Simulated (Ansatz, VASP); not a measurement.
Two plane-wave programs on PIr

```
CELL_PARAMETERS angstrom
0.00000 2.46480 2.46480
2.46480 0.00000 2.46480
2.46480 2.46480 0.00000
ATOMIC_POSITIONS crystal
Ir 0.00000 0.00000 0.00000
P 0.50000 0.50000 0.50000
```

Alike in both runs: functional PBE; k mesh 13 × 13 × 13; occupations fermi-dirac, width 0.05 eV; no spin polarisation.

Ansatz relaxed the structure, and its values are those at the end. VASP's run is a single point on that final structure, the one shown.

|  | VASP | Ansatz |
| --- | --- | --- |
| version | VASP 6.6.1 | Ansatz 0.2.0 |
| potentials or method | VASP PAW PBE potentials, release 64 (Ir, P) | PAW with Ansatz's default frozen-core files, scalar-relativistic |
| plane-wave cutoff (eV) | 520 | 420 |
| valence electrons in the cell | 14 | 22 |

VASP gave:

| Item | Value |
| --- | --- |
| pressure (GPa) | 0.4 |

Q: Which values does Ansatz return?

A: Pressure (GPa): 0.0.

VASP's potentials hold 14 valence electrons a cell and Ansatz's 22, so a difference there can come from the potentials and not from the codes.

Spin-orbit coupling is off throughout.
